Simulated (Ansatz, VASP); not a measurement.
Given: the input of a run of Ansatz 0.2.0 on MnS.

input.yaml

```yaml
crystal:
  lattice:
    - [0.0, 2.6045, 2.6045]
    - [2.6045, 0.0, 2.6045]
    - [2.6045, 2.6045, 0.0]
  atoms:
    - { symbol: Mn, position: [0.0, 0.0, 0.0], spin: 4.0 }
    - { symbol: S, position: [0.5, 0.5, 0.5] }
kpoints:
  mp_grid: { grid: [9, 9, 9] }
scf:
  occupations: { method: fermi_dirac, width: 0.05 }
hamiltonian:
  xc: pbe
  dispersion: d3bj
  pseudopotentials: { kind: all_electron, lapw: { basis_error: 0.001 } }
magnetization:
  spin_polarized: true
output:
  forces: true
  stress: true
relax:
  f_tol: 0.005
  max_steps: 60
  cell: {}
```

Potentials or basis: all-electron LAPW, scalar-relativistic.

Run with:

```console
$ ansatz run input.yaml --threads 2 --pin off --max-ram 6144MiB --backend cpu --events-out ev --progress --plain --runs-dir out
```

Q: Set up the same calculation for VASP 6.6.1. Potentials there: VASP PAW PBE potentials, release 64 (Mn_pv, S).

A: As run (the cutoff follows the program's own potentials):

INCAR

```
SYSTEM = MnS
PREC = Accurate
ENCUT = 600
EDIFF = 1E-7
ISMEAR = -1
SIGMA = 0.05
LREAL = .False.
LASPH = .True.
NELM = 150
ALGO = Normal
ISIF = 3
LWAVE = .False.
LCHARG = .False.
ISPIN = 2
MAGMOM = 4 0
LORBIT = 11
LMAXMIX = 4
GGA = PE
IVDW = 12
IBRION = 2
NSW = 80
EDIFFG = -0.005
```

File KPOINTS:

```
regular mesh
0
Gamma
  9 9 9
  0 0 0
```

Contents of POSCAR:

```
MnS
1.0
    0.0000000000      2.6045000000      2.6045000000
    2.6045000000      0.0000000000      2.6045000000
    2.6045000000      2.6045000000      0.0000000000
Mn S
1 1
Direct
    0.0000000000      0.0000000000      0.0000000000
    0.5000000000      0.5000000000      0.5000000000
```

Potentials or basis: VASP PAW PBE potentials, release 64 (Mn_pv, S).

Command:

```bash
$ cat potpaw_PBE.64/Mn_pv/POTCAR potpaw_PBE.64/S/POTCAR > POTCAR
$ mpirun -np 1 vasp_std > vasp.out
```

Both were run:

|  | VASP | Ansatz | Ansatz less VASP |
| --- | --- | --- | --- |
| net moment per atom (μB) | 2.18 | 2.18 | 0.000 |
| size of the moment on the site where the two differ most (μB) | 3.99 | 4.10 | +0.107 |
| relaxed volume (Å³/atom) | 15.82 | 15.82 | 0.000 |
| relaxed cell length with the largest relative difference (Å) | 3.550 | 3.550 | 0.0000 |

Site moments also hang on the region over which each program counts them. Ansatz ran all-electron here, and VASP with PAW potentials.
